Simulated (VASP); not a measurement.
# Cu6Ru (P-3m1) in VASP: a series of runs

The runs below take Cu6Ru through single point, with PBE.

All numbers are computed with VASP 6.6.1; they aren't measurements. Logs are shortened: lines on timing, memory, paths and dates and some standing lists are left out, and cuts for length are marked.

### Step 1. The cell of the first run

Symmetry: P-3m1, No. 164, trigonal system. Conventional cell: a = 2.622 Å, b = 2.622 Å, c = 29.166 Å, α = 90.00°, β = 90.00°, γ = 120.00°. Cu (site symmetry 3m) has 9 Cu at 2.56 to 2.62 Å and 3 Ru at 2.68 Å within 3.4 Å. Cu (site symmetry 3m) has 12 Cu at 2.56 to 2.62 Å within 3.4 Å. Cu (site symmetry 3m) has 12 Cu at 2.55 to 2.62 Å within 3.4 Å. Within 3.4 Å of Cu (site symmetry 3m) lie 12 Cu at 2.55 to 2.62 Å. Within 3.4 Å of Cu (site symmetry 3m) lie 12 Cu at 2.55 to 2.62 Å. Cu (site symmetry 3m) has 12 Cu at 2.55 to 2.62 Å within 3.4 Å. Ru (site symmetry 3m) has 9 Ru at 2.59 to 2.62 Å and 3 Cu at 2.68 Å within 3.4 Å.

### Step 2. Single point, PBE

Contents of INCAR:

```
SYSTEM = Cu6Ru
PREC     = Accurate       ! precision mode
ENCUT    = 520            ! plane-wave cutoff, eV
EDIFF    = 1E-6           ! SCF threshold, eV
ISMEAR   = 0              ! smearing method
SIGMA    = 0.1            ! smearing width, eV
LREAL    = .False.        ! projectors in reciprocal space
LASPH    = .True.         ! aspherical terms in the spheres
NELM     = 80             ! most SCF steps
ALGO     = Fast           ! electronic algorithm
ISIF     = 2              ! what is computed and relaxed
LWAVE    = .False.        ! write WAVECAR
LCHARG   = .False.        ! write CHGCAR
GGA      = PE             ! functional
NBANDS   = 93             ! bands
```

Contents of KPOINTS:

```
Automatic mesh
0
Gamma
  12 12 1
  0 0 0
```

Contents of POSCAR:

```
Cu6Ru
1.0
    2.6220667598      0.0000000000      0.0000000000
   -1.3110333799      2.2707764244      0.0000000000
    0.0000000000      0.0000000000     29.1658048035
Cu Ru
12 2
Direct
    0.6666666667      0.3333333333      0.1119486331
    0.0000000000      0.0000000000      0.1826510173
    0.3333333333      0.6666666667      0.2532636720
    0.6666666667      0.3333333333      0.3237290681
    0.0000000000      0.0000000000      0.3942001602
    0.3333333333      0.6666666667      0.4647941769
    0.6666666667      0.3333333333      0.5352058231
    0.3333333333      0.6666666667      0.6762709319
    0.0000000000      0.0000000000      0.6057998398
    0.3333333333      0.6666666667      0.8880513669
    0.0000000000      0.0000000000      0.8173489827
    0.6666666667      0.3333333333      0.7467363280
    0.3333333333      0.6666666667      0.0360688254
    0.6666666667      0.3333333333      0.9639311746
```

Potentials or basis: VASP PAW PBE potentials, release 64 (Cu, Ru_pv).

Launch:

```sh
$ cat potpaw_PBE.64/Cu/POTCAR potpaw_PBE.64/Ru_pv/POTCAR > POTCAR
$ mpirun -np 1 vasp_std > vasp.out
```

OUTCAR:

```text
SYSTEM = Cu6Ru
   PREC = Accurate
   ENCUT = 520
   EDIFF = 1E-6
   ISMEAR = 0
   LREAL = .False.
   LASPH = .True.
   NELM = 80
   ISIF = 2
   GGA = PE

 ion  position               nearest neighbor table
   1  0.667  0.333  0.112-   2 2.56   2 2.56   2 2.56  13 2.68  13 2.68  13 2.68
   2  0.000  0.000  0.183-   3 2.56   3 2.56   3 2.56   1 2.56   1 2.56   1 2.56
   3  0.333  0.667  0.253-   4 2.55   4 2.55   4 2.55   2 2.56   2 2.56   2 2.56
   4  0.667  0.333  0.324-   3 2.55   3 2.55   3 2.55   5 2.55   5 2.55   5 2.55
   5  0.000  0.000  0.394-   4 2.55   4 2.55   4 2.55   6 2.56   6 2.56   6 2.56
   6  0.333  0.667  0.465-   7 2.55   7 2.55   7 2.55   5 2.56   5 2.56   5 2.56
   7  0.667  0.333  0.535-   6 2.55   6 2.55   6 2.55   9 2.56   9 2.56   9 2.56
   8  0.333  0.667  0.676-  12 2.55  12 2.55  12 2.55   9 2.55   9 2.55   9 2.55
   9  0.000  0.000  0.606-   8 2.55   8 2.55   8 2.55   7 2.56   7 2.56   7 2.56
  10  0.333  0.667  0.888-  11 2.56  11 2.56  11 2.56  14 2.68  14 2.68  14 2.68
  11  0.000  0.000  0.817-  12 2.56  12 2.56  12 2.56  10 2.56  10 2.56  10 2.56
  12  0.667  0.333  0.747-   8 2.55   8 2.55   8 2.55  11 2.56  11 2.56  11 2.56
  13  0.333  0.667  0.036-  14 2.59  14 2.59  14 2.59   1 2.68   1 2.68   1 2.68
  14  0.667  0.333  0.964-  13 2.59  13 2.59  13 2.59  10 2.68  10 2.68  10 2.68

  LATTYP: Found a hexagonal cell.
 ALAT       =     2.6220667598
 C/A-ratio  =    11.1232121358

  Lattice vectors:

 A1 = (   2.6220667598,   0.0000000000,   0.0000000000)
 A2 = (  -1.3110333799,   2.2707764244,   0.0000000000)
 A3 = (   0.0000000000,   0.0000000000,  29.1658048035)

Analysis of symmetry for initial positions (statically):
=====================================================================
 Subroutine PRICEL returns:
 Original cell was already a primitive cell.

 Routine SETGRP: Setting up the symmetry group for a
 hexagonal supercell.

 Subroutine GETGRP returns: Found 12 space group operations
 (whereof 12 operations were pure point group operations)
 out of a pool of 24 trial point group operations.

The static configuration has the point symmetry D_3d.

Analysis of symmetry for dynamics (positions and initial velocities):
=====================================================================
 Subroutine PRICEL returns:
 Original cell was already a primitive cell.

 Routine SETGRP: Setting up the symmetry group for a
 hexagonal supercell.

 Subroutine GETGRP returns: Found 12 space group operations
 (whereof 12 operations were pure point group operations)
 out of a pool of 24 trial point group operations.

The dynamic configuration has the point symmetry D_3d.

 Subroutine INISYM returns: Found 12 space group operations
 (whereof 12 operations are pure point group operations),
 and found     1 'primitive' translations

----------------------------------------------------------------------------------------

                                     Primitive cell

  volume of cell :     173.6569

  direct lattice vectors                    reciprocal lattice vectors
     2.622066760  0.000000000  0.000000000     0.381378543  0.220189004  0.000000000
    -1.311033380  2.270776424  0.000000000     0.000000000  0.440378009  0.000000000
     0.000000000  0.000000000 29.165804803     0.000000000  0.000000000  0.034286727

  length of vectors
     2.622066760  2.622066760 29.165804803     0.440378009  0.440378009  0.034286727

  position of ions in fractional coordinates (direct lattice)
     0.666666667  0.333333333  0.111948633
     0.000000000  0.000000000  0.182651017
     0.333333333  0.666666667  0.253263672
     0.666666667  0.333333333  0.323729068
     0.000000000  0.000000000  0.394200160
     0.333333333  0.666666667  0.464794177
     0.666666667  0.333333333  0.535205823
     0.333333333  0.666666667  0.676270932
     0.000000000  0.000000000  0.605799840
     0.333333333  0.666666667  0.888051367
     0.000000000  0.000000000  0.817348983
     0.666666667  0.333333333  0.746736328
     0.333333333  0.666666667  0.036068825
     0.666666667  0.333333333  0.963931175

  ion indices of the primitive-cell ions
   primitive index   ion index
                 1           1
                 2           2
                 3           3
                 4           4
                 5           5
                 6           6
                 7           7
                 8           8
                 9           9
                10          10
                11          11
                12          12
                13          13
                14          14

----------------------------------------------------------------------------------------

 KPOINTS: Automatic mesh

Automatic generation of k-mesh.
 Grid dimensions read from file:
 generate k-points for:   12   12    1

 Generating k-lattice:

  Cartesian coordinates                     Fractional coordinates (reciprocal lattice)
     0.031781545  0.018349084  0.000000000     0.083333333  0.000000000  0.000000000
     0.000000000  0.036698167  0.000000000     0.000000000  0.083333333  0.000000000
     0.000000000  0.000000000  0.034286727     0.000000000  0.000000000  1.000000000

  Length of vectors
     0.036698167  0.036698167  0.034286727

  Shift w.r.t. Gamma in fractional coordinates (k-lattice)
     0.000000000  0.000000000  0.000000000

 Subroutine IBZKPT returns following result:
 ===========================================

 Found     19 irreducible k-points:

 Following reciprocal coordinates:
            Coordinates               Weight
  0.000000  0.000000  0.000000      1.000000
  0.083333 -0.000000  0.000000      6.000000
  0.166667 -0.000000  0.000000      6.000000
  0.250000 -0.000000  0.000000      6.000000
  0.333333 -0.000000  0.000000      6.000000
  0.416667 -0.000000  0.000000      6.000000
[... 11 lines left out ...]
  0.333333  0.250000  0.000000     12.000000
  0.333333  0.333333  0.000000      2.000000
   k-points           NKPTS =     19   k-points in BZ     NKDIM =     19   number of bands    NBANDS=     93
   number of dos      NEDOS =    301   number of ions     NIONS =     14
   total plane-waves  NPLWV =  89600
   dimension x,y,z NGX =    20 NGY =   20 NGZ =  224
   dimension x,y,z NGXF=    40 NGYF=   40 NGZF=  448
   ions per type =              12   2
   NGX,Y,Z   is equivalent  to a cutoff of  12.68, 12.68, 12.77 a.u.
   NGXF,Y,Z  is equivalent  to a cutoff of  25.36, 25.36, 25.54 a.u.
 SYSTEM =  Cu6Ru
   PREC   = accura    normal or accurate (medium, high low for compatibility)
   ISTART =      0    job   : 0-new  1-cont  2-samecut
   ICHARG =      2    charge: 1-file 2-atom 10-const
   ISPIN  =      1    spin polarized calculation?
   LNONCOLLINEAR =      F non collinear calculations
   LSORBIT =      F    spin-orbit coupling
   LASPH  =      T    aspherical Exc in radial PAW
   ENCUT  =  520.0 eV  38.22 Ry    6.18 a.u.   4.88  4.88 54.23*2*pi/ulx,y,z
   NELM   =     80;   NELMIN=  2; NELMDL= -5     # of ELM steps
   EDIFF  = 0.1E-05   stopping-criterion for ELM
   LREAL  =      F    real-space projection
   EDIFFG = 0.1E-04   stopping-criterion for IOM
   NSW    =      0    number of steps for IOM
   IBRION =     -1    ionic relax: 0-MD 1-quasi-New 2-CG
   NFREE  =      0    steps in history (QN), initial steepest desc. (CG)
   ISIF   =      2    stress and relaxation
   ISYM   =      2    0-nonsym 1-usesym 2-fastsym
   POTIM  = 0.5000    time-step for ionic-motion
   TEBEG  =    0.0;   TEEND  =   0.0 temperature during run
   PSTRESS=    0.0 pullay stress
   NELECT =     160.0000    total number of electrons
   NUPDOWN=      -1.0000    fix difference up-down
   EMIN   =  10.00;   EMAX   =-10.00  energy-range for DOS
   EFERMI =   0.00;   METHOD = LEGACY
   ISMEAR =     0;   SIGMA  =   0.10  broadening in eV -4-tet -1-fermi 0-gaus
   EFERMI_NEDOS =   21; number of points for ismear=-14 and -15
   IALGO  =     68    algorithm
   IMIX   =      4    mixing-type and parameters
     AMIX     =   0.40;   BMIX     =  1.00
     AMIX_MAG =   1.60;   BMIX_MAG =  1.00
  volume/ion in A,a.u.               =      12.40        83.71
  Fermi-wavevector in a.u.,A,eV,Ry     =   1.593006  3.010345 34.527079  2.537669
  Thomas-Fermi vector in A             =   2.691303
   LORBIT       =      0    0 simple, 1 ext, 2 COOP (PROOUT), +10 PAW based schemes
   GGA     = PE    functional components
   LHFCALC =     F    Hartree Fock is set to
   AEXX    =    0.0000 exact exchange contribution
   IVDW    =     0    specifies the selected vdW correction
   LEPSILON=     F    determine dielectric tensor
   LRPA    =     F    only Hartree local field effects (RPA)
 non-spin polarized calculation
 RMM-DIIS sequential band-by-band and
 Gauss-broadening in eV      SIGMA  =   0.10
  energy-cutoff  :      520.00
  volume of cell :      173.66
 maximum number of plane-waves:      4773
 NGX is ok and might be reduce to    20
   NGX =  9   NGY =  9   NGZ =109

 number of electron     159.9999988 magnetization

 Free energy of the ion-electron system (eV)
  ---------------------------------------------------
  ext. energy  EPLUGINS =         0.00000000
  ---------------------------------------------------
  free energy    TOTEN  =       -62.55011507 eV

  energy without entropy =      -62.52138841  energy(sigma->0) =      -62.53575174

 E-fermi :   8.0563     XC(G=0): -12.7762

 val. band max:        8.0310291815   @ k =   0.1667   0.0833   0.0000
 cond. band min:       8.0589691183   @ k =   0.4167   0.0833   0.0000
 fundamental gap:      0.0279399368
 Fermi energy:         8.0563408733

 k-point     1 :       0.0000    0.0000    0.0000
  band No.  band energies     occupation
      1     -35.3722      2.00000
      2     -34.6504      2.00000
      3     -34.5339      2.00000
      4     -34.5339      2.00000
      5     -34.4330      2.00000
      6     -34.4330      2.00000
[... 1794 lines left out ...]
     91      12.6394      0.00000
     92      12.8272      0.00000
 [bands above 92 left out]

------------------------ aborting loop because EDIFF is reached ----------------------------------------

  FORCE on cell =-STRESS in cart. coord.  units (eV):
  Direction    XX          YY          ZZ          XY          YZ          ZX
  --------------------------------------------------------------------------------------
  -------------------------------------------------------------------------------------
  Total        0.4770214      0.4770214      0.4427322      0.0000000      0.0000000      0.0000000
  in kB        4.4010506      4.4010506      4.0846944      0.0000000      0.0000000      0.0000000
  external PRESSURE =       4.2955985 kB  Pullay stress =       0.0000000 kB

 VOLUME and BASIS-vectors are now :
 -----------------------------------------------------------------------------
  energy-cutoff  :      520.00
  volume of cell :      173.66
      direct lattice vectors                 reciprocal lattice vectors
     2.622066760  0.000000000  0.000000000     0.381378543  0.220189004  0.000000000
    -1.311033380  2.270776424  0.000000000     0.000000000  0.440378009  0.000000000
     0.000000000  0.000000000 29.165804803     0.000000000  0.000000000  0.034286727

 POSITION                                       TOTAL-FORCE (eV/Angst)
 -----------------------------------------------------------------------------------
      1.31103      0.75693      3.26507        -0.000000     -0.000000      0.000096
      0.00000      0.00000      5.32716        -0.000000     -0.000000      0.001457
     -0.00000      1.51385      7.38664        -0.000000     -0.000000      0.000739
      1.31103      0.75693      9.44182         0.000000      0.000000     -0.000589
      0.00000      0.00000     11.49716        -0.000000      0.000000      0.000817
     -0.00000      1.51385     13.55610        -0.000000      0.000000     -0.000437
      1.31103      0.75693     15.60971         0.000000      0.000000      0.000437
     -0.00000      1.51385     19.72399        -0.000000      0.000000      0.000589
      0.00000      0.00000     17.66864         0.000000     -0.000000     -0.000817
     -0.00000      1.51385     25.90073         0.000000      0.000000     -0.000096
      0.00000      0.00000     23.83864        -0.000000     -0.000000     -0.001457
      1.31103      0.75693     21.77917         0.000000      0.000000     -0.000739
     -0.00000      1.51385      1.05198        -0.000000      0.000000     -0.002915
      1.31103      0.75693     28.11383        -0.000000     -0.000000      0.002915
 -----------------------------------------------------------------------------------
    total drift:                                0.000000     -0.000000      0.000000

  FREE ENERGIE OF THE ION-ELECTRON SYSTEM (eV)
  ---------------------------------------------------
  free  energy   TOTEN  =       -62.5501150690 eV

  energy  without entropy=      -62.5213884125  energy(sigma->0) =      -62.53575174
```

It took 7 min on 1 thread of Intel Xeon 6975P-C (Granite Rapids), shared host; peak memory 0.42 GiB.

Results:

- Free energy: -62.5501 eV
- Pressure: 0.4 GPa
- Band gap on the k mesh: zero (band 80 reaches 11.10 eV, above the bottom of band 81 at 6.43 eV)

Forces on the atoms (eV/Å):
```
Cu   0.000  0.000  0.000
Cu   0.000  0.000  0.001
Cu   0.000  0.000  0.001
Cu   0.000  0.000 -0.001
Cu   0.000  0.000  0.001
Cu   0.000  0.000  0.000
Cu   0.000  0.000  0.000
Cu   0.000  0.000  0.001
Cu   0.000  0.000 -0.001
Cu   0.000  0.000  0.000
Cu   0.000  0.000 -0.001
Cu   0.000  0.000 -0.001
Ru   0.000  0.000 -0.003
Ru   0.000  0.000  0.003
```

Levels at points of the mesh, in eV from the Fermi level:
| k point | band 77 | band 78 | band 79 | band 80 | band 81 | band 82 | band 83 | band 84 |
| --- | --- | --- | --- | --- | --- | --- | --- | --- |
| (0.00, 0.00, 0.00) | -1.84 | -1.71 | -1.71 | -1.63 | -1.63 | -1.57 | -1.57 | -1.26 |
| (0.50, 0.00, 0.00) | 0.28 | 0.70 | 0.74 | 0.80 | 1.04 | 1.04 | 1.28 | 1.35 |

[end of part 1 of 2]
